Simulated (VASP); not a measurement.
Here is a VASP 6.6.1 calculation.

The input INCAR:

```
SYSTEM = MgO
  PREC = Accurate
  ENCUT = 520
  EDIFF = 1E-6
  ISMEAR = 0
  SIGMA = 0.05
  LREAL = .FALSE.
  LASPH = .TRUE.
  NELM = 100
  ALGO = Normal
  ISIF = 2
  LWAVE = .FALSE.
  LCHARG = .FALSE.
  GGA = PE
  NBANDS = 11
```

Contents of KPOINTS:

```
regular mesh
0
G
  10 10 10
  0 0 0
```

Contents of POSCAR:

```
MgO
1.0
    0.0000000000      2.1351500000      2.1351500000
    2.1351500000      0.0000000000      2.1351500000
    2.1351500000      2.1351500000      0.0000000000
Mg O
1 1
Direct
    0.0000000000      0.0000000000      0.0000000000
    0.5234175585      0.4765824415      0.4297473245
```

Potentials or basis: VASP PAW PBE potentials, release 64 (Mg, O).

Run with:

```bash
$ cat potpaw_PBE.64/Mg/POTCAR potpaw_PBE.64/O/POTCAR > POTCAR
$ mpirun -np 1 vasp_std > vasp.out
```

Estimate the largest force.

1.216 eV/Å.

What does it give for the band gap on the k mesh?

4.32 eV, direct.

Predict the pressure.

1.9 GPa.

Stress tensor (GPa, compression positive):
```
 9.40 -1.03  0.00
-1.03 -0.34  0.00
 0.00  0.00 -3.29
```

Caveat: the cell differs from its parent crystal (atom 2 (O) moved by (-0.200, -0.100) A along x and y); forces of over 1 eV/Å act on the atoms, so gaps and moduli don't describe the material at rest.
